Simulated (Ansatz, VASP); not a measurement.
# One calculation of Li2Se, two programs

File INCAR:

```
SYSTEM = Li2Se
  PREC = Accurate
  ENCUT = 750
  EDIFF = 1E-6
  ISMEAR = 0
  SIGMA = 0.01
  LREAL = .False.
  LASPH = .True.
  NELM = 120
  ALGO = Normal
  ISIF = 2
  LWAVE = .False.
  LCHARG = .True.
  GGA = PE
  LELF = .True.
  LVHAR = .True.
  NBANDS = 13
  GGA_COMPAT = .False.
```

The input KPOINTS:

```
Automatic mesh
0
Gamma
  6 6 6
  0 0 0
```

Contents of POSCAR:

```
Li2Se
1.0
    0.0000000000      2.9934588658      2.9934588658
    2.9934588658      0.0000000000      2.9934588658
    2.9934588658      2.9934588658      0.0000000000
Li Se
2 1
Direct
    0.2500000000      0.2500000000      0.2500000000
    0.7500000000      0.7500000000      0.7500000000
    0.0000000000      0.0000000000      0.0000000000
```

Input for Ansatz:

```yaml
crystal:
  lattice:
    - [0.0, 2.9934588658, 2.9934588658]
    - [2.9934588658, 0.0, 2.9934588658]
    - [2.9934588658, 2.9934588658, 0.0]
  atoms:
    - { symbol: Li, position: [0.25, 0.25, 0.25] }
    - { symbol: Li, position: [0.75, 0.75, 0.75] }
    - { symbol: Se, position: [0.0, 0.0, 0.0] }
kpoints:
  mp_grid: { grid: [6, 6, 6] }
hamiltonian:
  xc: pbe
scf:
  occupations: { method: fixed }
output:
  optics: { e_range: [0, 16], de: 0.05, sigma: 0.1, scissors: 0.969 }
```

Alike in both runs: task single point; functional PBE; k mesh 6 × 6 × 6; no spin polarisation.

|  | VASP | Ansatz |
| --- | --- | --- |
| version | VASP 6.6.1 | Ansatz 0.2.0 |
| potentials or method | VASP PAW PBE potentials, release 64 (Li_sv, Se) | plane waves, PAW |
| plane-wave cutoff (eV) | 750 | 420 |
| occupations | gaussian, width 0.01 eV | fixed |
| valence electrons in the cell | 12 | 22 |

|  | VASP | Ansatz | Ansatz less VASP |
| --- | --- | --- | --- |
| gap on the k mesh at the Fermi level (eV) | 2.97 | 2.97 | +0.006 |

VASP's potentials hold 12 valence electrons a cell and Ansatz's 22, so a difference there can come from the potentials and not from the codes.
